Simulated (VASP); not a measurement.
Write the native input for VASP 6.6.1 that does the following.

| Item | Value |
| --- | --- |
| Task | single point |
| Functional | PBEsol |
| Potentials or basis | VASP PAW PBE potentials, release 64 (Ta_pv, Ru_pv) |
| Cutoff | 520 eV |
| k mesh | 18 × 18 × 12 |
| Occupations | gaussian, width 0.15 eV |
| Spin | no spin polarisation |
| Dipole correction | no |
| Further INCAR settings | ALGO = Fast; EDIFF = 1e-06; NBANDS = 20 |

The structure of TaRu lies in POSCAR:

```
TaRu
1.0
    1.6210395600     -2.3416130000      0.0000000000
    1.6210395600      2.3416130000      0.0000000000
    0.0000000000      0.0000000000      4.1624230000
Ta Ru
1 1
Direct
    0.5000000000      0.5000000000      0.5000000000
    0.0000000000      0.0000000000      0.0000000000
```

This cell differs from its parent crystal: strain -0.0200 x Voigt [1, 0, 0, 0, 0, 0].

The input as run:

INCAR

```
ALGO = Fast ; EDIFF = 1E-6
ENCUT = 520 ; GGA = PS
ISIF = 2 ; ISMEAR = 0
LASPH = T ; LCHARG = F
LREAL = F ; LWAVE = F
NBANDS = 20 ; NELM = 100
PREC = Accurate ; SIGMA = 0.15
```

KPOINTS

```
k-points
0
Gamma
  18 18 12
```

Potentials or basis: VASP PAW PBE potentials, release 64 (Ta_pv, Ru_pv).

Command:

```bash
$ cat potpaw_PBE.64/Ta_pv/POTCAR potpaw_PBE.64/Ru_pv/POTCAR > POTCAR
$ mpirun -np 1 vasp_std > vasp.out
```

It gave:

```yaml
Pressure: -3.6 GPa
```

Caveat: the cell differs from its parent crystal (strain -0.0200 x Voigt [1, 0, 0, 0, 0, 0]); the PAW data sets were made with another functional, which shifts forces and pressure a little.

Run time: 5.5 min on 1 thread of Intel(R) Xeon(R) Platinum 8259CL CPU @ 2.50GHz (Skylake/Cascade Lake), with other jobs on the host, peak memory 0.48 GiB.
